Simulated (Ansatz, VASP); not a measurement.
## Two plane-wave programs on WS2

The input INCAR:

```
SYSTEM = WS2
PREC = Accurate
ENCUT = 520
EDIFF = 1E-7
ISMEAR = 0
SIGMA = 0.05
LREAL = .False.
LASPH = .True.
NELM = 60
ALGO = Normal
ISIF = 2
LWAVE = .False.
LCHARG = .False.
GGA = PS
NBANDS = 20
```

File KPOINTS:

```
regular mesh
0
Gamma
  12 12 2
  0 0 0
```

Contents of POSCAR:

```
WS2
1.0
    3.2244206304      0.0000000000      0.0000000000
   -1.6122103152      2.7924301784      0.0000000000
    0.0000000000      0.0000000000     17.8010921388
W S
1 2
Direct
    0.3333333333      0.6666666667      0.0000000000
    0.6666666667      0.3333333333      0.9075761491
    0.6666666667      0.3333333333      0.0924238509
```

Input for Ansatz:

```yaml
crystal:
  lattice:
    - [3.2244206304, 0.0, 0.0]
    - [-1.6122103152, 2.7924301784, 0.0]
    - [0.0, 0.0, 17.8010921388]
  atoms:
    - { symbol: W, position: [0.3333333333, 0.6666666667, 0.0] }
    - { symbol: S, position: [0.6666666667, 0.3333333333, 0.9075761491] }
    - { symbol: S, position: [0.6666666667, 0.3333333333, 0.0924238509] }
basis:
  ecutwfc: 420
kpoints:
  mp_grid: { grid: [12, 12, 2] }
hamiltonian:
  xc: pbesol
scf:
  occupations: { method: gaussian, width: 0.05 }
output:
  forces: true
  stress: true
  eigenvalues: true
```

Change from the starting cell: strain +0.025 along x and y, +0.050 along z, atoms carried along.

Alike in both runs: task single point; functional PBEsol; k mesh 12 × 12 × 2; occupations gaussian, width 0.05 eV; no spin polarisation.

```csv
,VASP,Ansatz
version,VASP 6.6.1,Ansatz 0.2.0
potentials or method,"VASP PAW PBE potentials, release 64 (W_sv, S), cutoff 520 eV","scalar-relativistic, plane waves, PAW"
valence electrons in the cell,26,26
```

|  | VASP | Ansatz | Ansatz less VASP |
| --- | --- | --- | --- |
| gap on the k mesh at the Fermi level (eV) | 1.74 | 1.74 | -0.001 |
| least direct gap on the mesh (eV) | 1.84 | 1.83 | -0.003 |
| rms of the force components (eV/Å) | 0.865 | 0.873 | +0.0079 |

VASP's potentials were made for PBE, not for PBEsol. Atom by atom the forces differ by 0.008 eV/Å (rms over components).

Neither program's run includes spin-orbit coupling.
